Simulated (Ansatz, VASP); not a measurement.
**Two plane-wave programs on Li**

```xyz
4
Lattice="3.0344 0.0000 0.0000 -1.5172 2.6279 0.0000 0.0000 0.0000 10.2162" Properties=species:S:1:pos:R:3 pbc="T T T"
Li    0.0000    0.0000    0.0500
Li    0.0000    1.7519    2.5541
Li    0.0000    0.0000    5.1081
Li    1.5172    0.8760    7.6622
```

Alike in both runs: task single point; functional PBEsol; k mesh 10 × 10 × 3; no spin polarisation.

|  | VASP | Ansatz |
| --- | --- | --- |
| version | VASP 6.6.1 | Ansatz 0.2.0 |
| potentials or method | VASP PAW PBE potentials, release 64 (Li_sv) | plane waves, PAW |
| plane-wave cutoff (eV) | 520 | 420 |
| occupations | gaussian, width 0.1 eV | gaussian |
| valence electrons in the cell | 12 | 12 |

```tsv
	VASP	Ansatz	Ansatz less VASP
rms of the force components (eV/Å)	0.021	0.021	-0.0001
```

VASP's potentials were made for PBE, not for PBEsol. Atom by atom the forces differ by 0.000 eV/Å (rms over components).

Noted on VASP's run: the cutoff is under 1.25 times that of the potentials, so the pressure is a little rough.
